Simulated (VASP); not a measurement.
A run of VASP 6.6.1 is set up as follows.

The input INCAR:

```
PREC = Accurate
ENCUT = 520
EDIFF = 1E-6
ISMEAR = -1
SIGMA = 0.08
LREAL = False
LASPH = True
NELM = 80
ALGO = Normal
ISIF = 2
LWAVE = False
LCHARG = False
LDIPOL = True
IDIPOL = 3
DIPOL = 0.5 0.5 0.500
GGA = PE
NBANDS = 14
```

The input KPOINTS:

```
Automatic mesh
0
Gamma
  15 11 1
```

Contents of POSCAR:

```
Re
1.0
    2.7683205747      0.0000000000      0.0000000000
    0.0000000000      3.9149965018      0.0000000000
    0.0000000000      0.0000000000     17.3842000000
Re
2
Direct
    0.2500000000      0.2500000000      0.4707734812
    0.7500000000      0.7500000000      0.5292265188
```

Potentials or basis: VASP PAW PBE potentials, release 64 (Re).

Launch:

```sh
$ cat potpaw_PBE.64/Re/POTCAR > POTCAR
$ mpirun -np 1 vasp_std > vasp.out
```

**Question.** What does it give for the largest force?

**Answer.** 0.091 eV/Å.

**Question.** Predict the band gap on the k mesh.

**Answer.** Zero (bands 7 and 8 overlap by 1.75 eV).

Forces in eV/Å, atoms in the order of the input:
```
Re   0.000  0.000  0.091
Re   0.000  0.000 -0.091
```

Caveat: spin-orbit coupling is left out, which moves the levels of the heavy elements.
